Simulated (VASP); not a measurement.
Write the native input for VASP 6.6.1 that does the following.

```yaml
Task: single point
Functional: LDA
Potentials_or_basis: VASP PAW LDA potentials, release 64 (W_sv)
Cutoff: 520 eV
k_mesh: 22 × 22 × 22
Occupations: gaussian, width 0.15 eV
Spin: no spin polarisation
Dipole_correction: no
Further_INCAR_settings: ALGO = Fast; EDIFF = 1e-06; NBANDS = 13
```

The structure of W lies in POSCAR:

```
W
1.0
    0.0000000000      1.9209356769      2.0223610806
    1.9209356769      0.0000000000      2.0223610806
    1.9209356769      1.9209356769      0.0000000000
W
1
Direct
    0.0000000000      0.0000000000      0.0000000000
```

These files were run (other wordings do the same):

INCAR

```
SYSTEM = W
  ALGO = Fast
  EDIFF = 1E-6
  ENCUT = 520
  ISIF = 2
  ISMEAR = 0
  LASPH = .True.
  LCHARG = .False.
  LREAL = .False.
  LWAVE = .False.
  NBANDS = 13
  NELM = 60
  PREC = Accurate
  SIGMA = 0.15
```

KPOINTS

```
k-points
0
Gamma
  22 22 22
  0 0 0
```

Potentials or basis: VASP PAW LDA potentials, release 64 (W_sv).

Launch:

```console
$ cat potpaw_LDA.64/W_sv/POTCAR > POTCAR
$ mpirun -np 1 vasp_std > vasp.out
```

Results of the run:

```yaml
Pressure: 19.3 GPa
Band_gap_on_the_k_mesh: zero (bands 7 and 8 overlap by 4.68 eV)
```

Caveat: the stress differs along the axes, from 16 to 27 GPa; spin-orbit coupling is left out, which moves the levels of the heavy elements.

Run time: 2.1 min on 1 thread of Intel Xeon 8259CL, with other jobs on the host, peak memory 0.26 GiB.
